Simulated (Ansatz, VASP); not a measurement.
**FeNi3 in VASP and in Ansatz**

```xyz
4
Lattice="3.5440 0.0000 0.0000 0.0000 3.5440 0.0000 0.0000 0.0000 3.5440" Properties=species:S:1:pos:R:3 pbc="T T T"
Fe    0.0000    0.0000    0.0000
Ni    0.0000    1.7720    1.7720
Ni    1.7720    1.7720    0.0000
Ni    1.7720    0.0000    1.7720
```

Alike in both runs: functional PBE; k mesh 14 × 14 × 14; occupations gaussian, width 0.1 eV; collinear spin.

Ansatz relaxed the structure, and its values are those at the end. VASP's run is a single point on that final structure, the one shown.

```csv
,VASP,Ansatz
version,VASP 6.6.1,Ansatz 0.2.0
potentials or method,"VASP PAW PBE potentials, release 64 (Fe, Ni), cutoff 520 eV","scalar-relativistic, plane waves, PAW"
valence electrons in the cell,38,70
```

```tsv
	VASP	Ansatz	Ansatz less VASP
gap on the k mesh at the Fermi level (eV)	none	none	-
pressure (GPa)	-0.1	0.0	+0.13
net moment per atom (μB)	1.20	1.21	+0.009
size of the moment on the site where the two differ most (μB)	0.64	0.69	+0.052
```

Site moments also hang on the region over which each program counts them. A gap of «none» marks a metal or a gap that the smearing closes. VASP's potentials hold 38 valence electrons a cell and Ansatz's 70, so a difference there can come from the potentials and not from the codes.
